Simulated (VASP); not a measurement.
# InSe (Pm-3m) in VASP: a series of runs

InSe is run at these levels: r2SCAN; tasks: single point.

Everything below comes from runs of VASP 6.6.1. Logs are shortened: lines on timing, memory, paths and dates and some standing lists are left out, and cuts for length are marked.

### Step 1. The cell of the first run

The structure is cubic, space group Pm-3m (No. 221). The conventional cell has a = 3.631 Å, b = 3.631 Å, c = 3.631 Å, α = 90.00°, β = 90.00°, γ = 90.00°. In (site symmetry m-3m) has 8 Se at 3.14 Å and 6 In at 3.63 Å within 4.1 Å. Se (site symmetry m-3m) has 8 In at 3.14 Å and 6 Se at 3.63 Å within 4.1 Å.

### Step 2. Single point, r2SCAN

POSCAR reads:

```
InSe
1.0
    3.6306745634      0.0000000000      0.0000000000
    0.0000000000      3.6306745634      0.0000000000
    0.0000000000      0.0000000000      3.6306745634
In Se
1 1
Direct
    0.0000000000      0.0000000000      0.0000000000
    0.5000000000      0.5000000000      0.5000000000
```

INCAR.step1 reads:

```
PREC = Accurate
ENCUT = 520
ISMEAR = 0
SIGMA = 0.1
LREAL = False
LASPH = True
NELM = 80
NBANDS = 16
GGA = PE
ALGO = Normal
EDIFF = 1E-4
LWAVE = True
LCHARG = False
```

INCAR.step2 reads:

```
PREC = Accurate
ENCUT = 520
EDIFF = 1E-6
ISMEAR = 0
SIGMA = 0.1
LREAL = False
LASPH = True
NELM = 80
ALGO = Normal
ISIF = 2
LWAVE = False
LCHARG = False
METAGGA = R2SCAN
LMIXTAU = True
NBANDS = 16
ISTART = 1
```

KPOINTS reads:

```
regular mesh
0
Gamma
  4 4 4
```

Potentials or basis: VASP PAW PBE potentials, release 64 (In_d, Se).

The run is started by

```sh
cat potpaw_PBE.64/In_d/POTCAR potpaw_PBE.64/Se/POTCAR > POTCAR
cp INCAR.step1 INCAR
mpirun -np 1 vasp_std > vasp.out
cp INCAR.step2 INCAR
mpirun -np 1 vasp_std > vasp.out
```

OUTCAR:

```text
PREC = Accurate
   ENCUT = 520
   EDIFF = 1E-6
   ISMEAR = 0
   LREAL = False
   LASPH = True
   NELM = 80
   ISIF = 2
   METAGGA = R2SCAN
   ISTART = 1

 ion  position               nearest neighbor table
   1  0.000  0.000  0.000-   2 3.14   2 3.14   2 3.14   2 3.14   2 3.14   2 3.14   2 3.14   2 3.14

   2  0.500  0.500  0.500-   1 3.14   1 3.14   1 3.14   1 3.14   1 3.14   1 3.14   1 3.14   1 3.14

  LATTYP: Found a simple cubic cell.
 ALAT       =     3.6306745634

  Lattice vectors:

 A1 = (   3.6306745634,   0.0000000000,   0.0000000000)
 A2 = (   0.0000000000,   3.6306745634,   0.0000000000)
 A3 = (   0.0000000000,   0.0000000000,   3.6306745634)

Analysis of symmetry for initial positions (statically):
=====================================================================
 Subroutine PRICEL returns:
 Original cell was already a primitive cell.

 Routine SETGRP: Setting up the symmetry group for a
 simple cubic supercell.

 Subroutine GETGRP returns: Found 48 space group operations
 (whereof 48 operations were pure point group operations)
 out of a pool of 48 trial point group operations.

The static configuration has the point symmetry O_h .

Analysis of symmetry for dynamics (positions and initial velocities):
=====================================================================
 Subroutine PRICEL returns:
 Original cell was already a primitive cell.

 Routine SETGRP: Setting up the symmetry group for a
 simple cubic supercell.

 Subroutine GETGRP returns: Found 48 space group operations
 (whereof 48 operations were pure point group operations)
 out of a pool of 48 trial point group operations.

The dynamic configuration has the point symmetry O_h .

 Subroutine INISYM returns: Found 48 space group operations
 (whereof 48 operations are pure point group operations),
 and found     1 'primitive' translations

----------------------------------------------------------------------------------------

                                     Primitive cell

  volume of cell :      47.8588

  direct lattice vectors                    reciprocal lattice vectors
     3.630674563  0.000000000  0.000000000     0.275430910  0.000000000  0.000000000
     0.000000000  3.630674563  0.000000000     0.000000000  0.275430910  0.000000000
     0.000000000  0.000000000  3.630674563     0.000000000  0.000000000  0.275430910

  length of vectors
     3.630674563  3.630674563  3.630674563     0.275430910  0.275430910  0.275430910

  position of ions in fractional coordinates (direct lattice)
     0.000000000  0.000000000  0.000000000
     0.500000000  0.500000000  0.500000000

  ion indices of the primitive-cell ions
   primitive index   ion index
                 1           1
                 2           2

----------------------------------------------------------------------------------------

 KPOINTS: regular mesh

Automatic generation of k-mesh.
 Grid dimensions read from file:
 generate k-points for:    4    4    4

 Generating k-lattice:

  Cartesian coordinates                     Fractional coordinates (reciprocal lattice)
     0.068857728  0.000000000  0.000000000     0.250000000  0.000000000  0.000000000
     0.000000000  0.068857728  0.000000000     0.000000000  0.250000000  0.000000000
     0.000000000  0.000000000  0.068857728     0.000000000  0.000000000  0.250000000

  Length of vectors
     0.068857728  0.068857728  0.068857728

  Shift w.r.t. Gamma in fractional coordinates (k-lattice)
     0.000000000  0.000000000  0.000000000

 Subroutine IBZKPT returns following result:
 ===========================================

 Found     10 irreducible k-points:

 Following reciprocal coordinates:
            Coordinates               Weight
  0.000000  0.000000  0.000000      1.000000
  0.250000  0.000000  0.000000      6.000000
  0.500000  0.000000  0.000000      3.000000
  0.250000  0.250000  0.000000     12.000000
  0.500000  0.250000  0.000000     12.000000
  0.500000  0.500000  0.000000      3.000000
  0.250000  0.250000  0.250000      8.000000
  0.500000  0.250000  0.250000     12.000000
  0.500000  0.500000  0.250000      6.000000
  0.500000  0.500000  0.500000      1.000000
   k-points           NKPTS =     10   k-points in BZ     NKDIM =     10   number of bands    NBANDS=     16
   number of dos      NEDOS =    301   number of ions     NIONS =      2
   total plane-waves  NPLWV =  21952
   dimension x,y,z NGX =    28 NGY =   28 NGZ =   28
   dimension x,y,z NGXF=    56 NGYF=   56 NGZF=   56
   ions per type =               1   1
   NGX,Y,Z   is equivalent  to a cutoff of  12.82, 12.82, 12.82 a.u.
   NGXF,Y,Z  is equivalent  to a cutoff of  25.64, 25.64, 25.64 a.u.
 SYSTEM =  unknown system
   PREC   = accura    normal or accurate (medium, high low for compatibility)
   ISTART =      1    job   : 0-new  1-cont  2-samecut
   ICHARG =      0    charge: 1-file 2-atom 10-const
   ISPIN  =      1    spin polarized calculation?
   LNONCOLLINEAR =      F non collinear calculations
   LSORBIT =      F    spin-orbit coupling
   LASPH  =      T    aspherical Exc in radial PAW
   ENCUT  =  520.0 eV  38.22 Ry    6.18 a.u.   6.75  6.75  6.75*2*pi/ulx,y,z
   NELM   =     80;   NELMIN=  2; NELMDL=  0     # of ELM steps
   EDIFF  = 0.1E-05   stopping-criterion for ELM
   LREAL  =      F    real-space projection
   EDIFFG = 0.1E-04   stopping-criterion for IOM
   NSW    =      0    number of steps for IOM
   IBRION =     -1    ionic relax: 0-MD 1-quasi-New 2-CG
   NFREE  =      0    steps in history (QN), initial steepest desc. (CG)
   ISIF   =      2    stress and relaxation
   ISYM   =      2    0-nonsym 1-usesym 2-fastsym
   POTIM  = 0.5000    time-step for ionic-motion
   TEBEG  =    0.0;   TEEND  =   0.0 temperature during run
   PSTRESS=    0.0 pullay stress
   NELECT =      19.0000    total number of electrons
   NUPDOWN=      -1.0000    fix difference up-down
   EMIN   =  10.00;   EMAX   =-10.00  energy-range for DOS
   EFERMI =   0.00;   METHOD = LEGACY
   ISMEAR =     0;   SIGMA  =   0.10  broadening in eV -4-tet -1-fermi 0-gaus
   EFERMI_NEDOS =   21; number of points for ismear=-14 and -15
   IALGO  =     38    algorithm
   IMIX   =      4    mixing-type and parameters
     AMIX     =   0.40;   BMIX     =  1.00
     AMIX_MAG =   1.60;   BMIX_MAG =  1.00
  volume/ion in A,a.u.               =      23.93       161.48
  Fermi-wavevector in a.u.,A,eV,Ry     =   1.203202  2.273723 19.697102  1.447696
  Thomas-Fermi vector in A             =   2.338962
   LORBIT       =      0    0 simple, 1 ext, 2 COOP (PROOUT), +10 PAW based schemes
   METAGGA = R2SCAN    functional components
   LHFCALC =     F    Hartree Fock is set to
   AEXX    =    0.0000 exact exchange contribution
   IVDW    =     0    specifies the selected vdW correction
   LEPSILON=     F    determine dielectric tensor
   LRPA    =     F    only Hartree local field effects (RPA)
 non-spin polarized calculation
 Gauss-broadening in eV      SIGMA  =   0.10
  energy-cutoff  :      520.00
  volume of cell :       47.86
 maximum number of plane-waves:      1328
 NGX is ok and might be reduce to    28
   NGX = 13   NGY = 13   NGZ = 13

 number of electron      18.9999993 magnetization

 Free energy of the ion-electron system (eV)
  ---------------------------------------------------
  ext. energy  EPLUGINS =         0.00000000
  ---------------------------------------------------
  free energy    TOTEN  =       -37.20499163 eV

  energy without entropy =      -37.19231349  energy(sigma->0) =      -37.19865256

 E-fermi :   5.5202     XC(G=0): -10.7236

 val. band max:        5.4552651333   @ k =   0.5000   0.2500   0.0000
 cond. band min:       5.5526691052   @ k =   0.2500   0.0000   0.0000
 fundamental gap:      0.0974039719
 Fermi energy:         5.5202013532

 k-point     1 :       0.0000    0.0000    0.0000
  band No.  band energies     occupation
      1      -9.1267      2.00000
      2      -9.1267      2.00000
      3      -8.9544      2.00000
      4      -8.9544      2.00000
      5      -8.9544      2.00000
      6      -8.3227      2.00000
[... 8 lines left out ...]
     15      14.6030      0.00000
     16      19.7624      0.00000

 k-point     2 :       0.2500    0.0000    0.0000
  band No.  band energies     occupation
      1      -9.1212      2.00000
      2      -9.0591      2.00000
      3      -8.9861      2.00000
      4      -8.9861      2.00000
      5      -8.9514      2.00000
      6      -7.9325      2.00000
[... 8 lines left out ...]
     15      15.5581      0.00000
     16      17.7804      0.00000

 k-point     3 :       0.5000    0.0000    0.0000
  band No.  band energies     occupation
      1      -9.1156      2.00000
      2      -9.0174      2.00000
      3      -9.0174      2.00000
      4      -8.9922      2.00000
      5      -8.9484      2.00000
      6      -7.4363      2.00000
[... 8 lines left out ...]
     15      15.4597      0.00000
     16      20.2234      0.00000

 k-point     4 :       0.2500    0.2500    0.0000
  band No.  band energies     occupation
      1      -9.0951      2.00000
      2      -9.0857      2.00000
      3      -9.0161      2.00000
      4      -8.9833      2.00000
      5      -8.9773      2.00000
      6      -7.4807      2.00000
[... 8 lines left out ...]
     15      16.8993      0.00000
     16      16.9775      0.00000

 k-point     5 :       0.5000    0.2500    0.0000
  band No.  band energies     occupation
      1      -9.1722      2.00000
      2      -9.0733      2.00000
      3      -9.0089      2.00000
      4      -8.9745      2.00000
      5      -8.9521      2.00000
      6      -6.9642      2.00000
[... 8 lines left out ...]
     15      17.2226      0.00000
     16      18.5348      0.00000

 k-point     6 :       0.5000    0.5000    0.0000
  band No.  band energies     occupation
      1      -9.2872      2.00000
      2      -9.0492      2.00000
      3      -9.0004      2.00000
      4      -9.0004      2.00000
      5      -8.8937      2.00000
      6      -6.4610      2.00000
[... 8 lines left out ...]
     15      15.8152      0.00000
     16      15.8152      0.00000

 k-point     7 :       0.2500    0.2500    0.2500
  band No.  band energies     occupation
      1      -9.1126      2.00000
      2      -9.0215      2.00000
      3      -9.0215      2.00000
      4      -9.0070      2.00000
      5      -9.0070      2.00000
      6      -7.1144      2.00000
[... 8 lines left out ...]
     15      16.1831      0.00000
     16      17.6567      0.00000

 k-point     8 :       0.5000    0.2500    0.2500
  band No.  band energies     occupation
      1      -9.1582      2.00000
      2      -9.0559      2.00000
      3      -9.0126      2.00000
      4      -9.0070      2.00000
      5      -8.9364      2.00000
      6      -6.6907      2.00000
[... 8 lines left out ...]
     15      16.7677      0.00000
     16      17.9928      0.00000

 k-point     9 :       0.5000    0.5000    0.2500
  band No.  band energies     occupation
      1      -9.1922      2.00000
      2      -9.0489      2.00000
      3      -9.0489      2.00000
      4      -8.9702      2.00000
      5      -8.8922      2.00000
      6      -6.3848      2.00000
[... 8 lines left out ...]
     15      19.4725      0.00000
     16      19.4725      0.00000

 k-point    10 :       0.5000    0.5000    0.5000
  band No.  band energies     occupation
      1      -9.0961      2.00000
      2      -9.0961      2.00000
      3      -9.0961      2.00000
      4      -8.8906      2.00000
      5      -8.8906      2.00000
      6      -6.2949      2.00000
[... 8 lines left out ...]
     15      22.0890      0.00000
     16      22.0890      0.00000

------------------------ aborting loop because EDIFF is reached ----------------------------------------

  FORCE on cell =-STRESS in cart. coord.  units (eV):
  Direction    XX          YY          ZZ          XY          YZ          ZX
  --------------------------------------------------------------------------------------
  -------------------------------------------------------------------------------------
  Total        0.0422270      0.0422270      0.0422270     -0.0000000     -0.0000000      0.0000000
  in kB        1.4136414      1.4136414      1.4136414     -0.0000000     -0.0000000      0.0000000
  external PRESSURE =       1.4136414 kB  Pullay stress =       0.0000000 kB

 VOLUME and BASIS-vectors are now :
 -----------------------------------------------------------------------------
  energy-cutoff  :      520.00
  volume of cell :       47.86
      direct lattice vectors                 reciprocal lattice vectors
     3.630674563  0.000000000  0.000000000     0.275430910  0.000000000  0.000000000
     0.000000000  3.630674563  0.000000000     0.000000000  0.275430910  0.000000000
     0.000000000  0.000000000  3.630674563     0.000000000  0.000000000  0.275430910

 POSITION                                       TOTAL-FORCE (eV/Angst)
 -----------------------------------------------------------------------------------
      0.00000      0.00000      0.00000         0.000000      0.000000      0.000000
      1.81534      1.81534      1.81534         0.000000      0.000000      0.000000
 -----------------------------------------------------------------------------------
    total drift:                               -0.000000      0.000000     -0.000000

  FREE ENERGIE OF THE ION-ELECTRON SYSTEM (eV)
  ---------------------------------------------------
  free  energy   TOTEN  =       -37.2049916347 eV

  energy  without entropy=      -37.1923134880  energy(sigma->0) =      -37.19865256
```

Wall time 32 s (1 thread of Intel Xeon Platinum 8488C (Sapphire Rapids), shared host); peak memory 0.16 GiB.

What came out:

* Free energy: -37.2050 eV
* Pressure: 0.1 GPa
* Band gap on the k mesh: zero (an odd number of electrons rules out a gap without spin polarisation)

Caveat: the k points lie up to 0.43 Å⁻¹ apart, too coarse for converged energies and pressures of a metal; the PAW data sets were made with another functional, which shifts forces and pressure a little; spin-orbit coupling is left out, which moves the levels of the heavy elements.

### Step 3. Single point, r2SCAN

This run uses another cell than the first one, of 32.47 Å³/atom.

POSCAR reads:

```
InSe
1.0
    4.0195240465      0.0000000000      0.0000000000
    0.0000000000      4.0195240465      0.0000000000
    0.0000000000      0.0000000000      4.0195240465
In Se
1 1
Direct
    0.0000000000      0.0000000000      0.0000000000
    0.5000000000      0.5000000000      0.5000000000
```

INCAR.step1 is that of step 2.

INCAR.step2 is that of step 2.

KPOINTS is that of step 2.

Potentials or basis: VASP PAW PBE potentials, release 64 (In_d, Se).

The run is started by

```sh
cat potpaw_PBE.64/In_d/POTCAR potpaw_PBE.64/Se/POTCAR > POTCAR
cp INCAR.step1 INCAR
mpirun -np 1 vasp_std > vasp.out
cp INCAR.step2 INCAR
mpirun -np 1 vasp_std > vasp.out
```

Wall time 30 s (1 thread of Intel Xeon Platinum 8488C (Sapphire Rapids), shared host); peak memory 0.17 GiB.

Results (log left out):

* Free energy: -36.6993 eV
* Pressure: -7.2 GPa
* Band gap on the k mesh: zero (an odd number of electrons rules out a gap without spin polarisation)

Levels at points of the mesh, in eV from the Fermi level:
```tsv
k point	band 6	band 7	band 8	band 9	band 10	band 11	band 12	band 13	band 14	band 15
(0.00, 0.00, 0.00)	-12.33	-3.50	-0.76	-0.76	-0.76	6.37	6.37	6.99	6.99	6.99
(0.50, 0.00, 0.00)	-11.95	-5.12	-0.11	-0.11	1.17	1.84	5.16	5.16	7.98	9.28
(0.50, 0.50, 0.00)	-11.61	-2.91	-2.80	-2.80	0.11	5.08	5.08	6.61	7.54	9.80
(0.50, 0.50, 0.50)	-11.46	-1.65	-1.65	-1.65	-1.65	1.66	1.66	1.66	13.33	13.33
```

Caveat: the k points lie up to 0.39 Å⁻¹ apart, too coarse for converged energies and pressures of a metal; the PAW data sets were made with another functional, which shifts forces and pressure a little; spin-orbit coupling is left out, which moves the levels of the heavy elements.

### Step 4. Single point, r2SCAN

This run uses another cell than the first one, of 23.24 Å³/atom.

POSCAR reads:

```
InSe
1.0
    3.5955298127      0.0000000000      0.0000000000
    0.0000000000      3.5955298127      0.0000000000
    0.0000000000      0.0000000000      3.5955298127
In Se
1 1
Direct
    0.0000000000      0.0000000000      0.0000000000
    0.5000000000      0.5000000000      0.5000000000
```

INCAR.step1 reads:

```
PREC     = Accurate       # precision mode
ENCUT    = 520            # plane-wave cutoff, eV
ISMEAR   = 0              # smearing method
SIGMA    = 0.1            # smearing width, eV
LREAL    = F              # projectors in reciprocal space
LASPH    = T              # aspherical terms in the spheres
NELM     = 100            # most SCF steps
NBANDS   = 16             # bands
GGA      = PE             # functional
ALGO     = Normal         # electronic algorithm
EDIFF    = 1E-4           # SCF threshold, eV
LWAVE    = T              # write WAVECAR
LCHARG   = F              # write CHGCAR
```

INCAR.step2 reads:

```
PREC     = Accurate       # precision mode
ENCUT    = 520            # plane-wave cutoff, eV
EDIFF    = 1E-6           # SCF threshold, eV
ISMEAR   = 0              # smearing method
SIGMA    = 0.1            # smearing width, eV
LREAL    = F              # projectors in reciprocal space
LASPH    = T              # aspherical terms in the spheres
NELM     = 100            # most SCF steps
ALGO     = Normal         # electronic algorithm
ISIF     = 2              # what is computed and relaxed
LWAVE    = F              # write WAVECAR
LCHARG   = F              # write CHGCAR
METAGGA  = R2SCAN         # meta-GGA
LMIXTAU  = T            
NBANDS   = 16             # bands
ISTART   = 1
```

KPOINTS reads:

```
Automatic mesh
0
Gamma
  6 6 6
```

The run is started by

```sh
cat potpaw_PBE.64/In_d/POTCAR potpaw_PBE.64/Se/POTCAR > POTCAR
cp INCAR.step1 INCAR
mpirun -np 1 vasp_std > vasp.out
cp INCAR.step2 INCAR
mpirun -np 1 vasp_std > vasp.out
```

It took 45 s on 1 thread of Intel Xeon Platinum 8488C (Sapphire Rapids), shared host; peak memory 0.17 GiB.

It converged, with:

```yaml
Free_energy: -37.3871 eV
Pressure: 0.4 GPa
Band_gap_on_the_k_mesh: zero (an odd number of electrons rules out a gap without spin polarisation)
```

Levels at points of the mesh, in eV from the Fermi level:
```
           k point  band 6  band 7  band 8  band 9  band 10  band 11  band 12  band 13  band 14  band 15
(0.00, 0.00, 0.00)  -14.08   -3.06   -1.48   -1.48    -1.48     5.90     5.90     9.25     9.25     9.25
(0.50, 0.00, 0.00)  -13.13   -7.10   -0.27   -0.27     2.05     2.62     5.53     5.53     7.42     9.92
(0.50, 0.50, 0.00)  -12.06   -4.70   -4.70   -3.33     0.06     6.38     6.38     8.15     8.18    10.28
(0.50, 0.50, 0.50)  -11.89   -2.76   -2.76   -2.76    -0.87     0.66     0.66     0.66    16.87    16.87
```

Caveat: the PAW data sets were made with another functional, which shifts forces and pressure a little; spin-orbit coupling is left out, which moves the levels of the heavy elements.

### Step 5. Overview

| cell | k mesh | gap on the mesh (eV) | pressure (GPa) |
| --- | --- | --- | --- |
| a = 3.631 Å, 2 atoms | 4 × 4 × 4 | none | 0.1 |
| a = 4.020 Å, 2 atoms | 4 × 4 × 4 | none | -7.2 |
| a = 3.596 Å, 2 atoms | 6 × 6 × 6 | none | 0.4 |

Alike in all rows: task single point; level r2SCAN; potentials or basis VASP PAW PBE potentials, release 64 (In_d, Se); no spin polarisation; cutoff (eV) 520; smearing gaussian 0.1 eV.

Caveats: some runs use coarse meshes; the PAW data sets were made with another functional, which shifts forces and pressure a little; spin-orbit coupling is left out, which moves the levels of the heavy elements.

Total energies depend on the potentials used, so only differences within one code and one set of settings carry meaning.
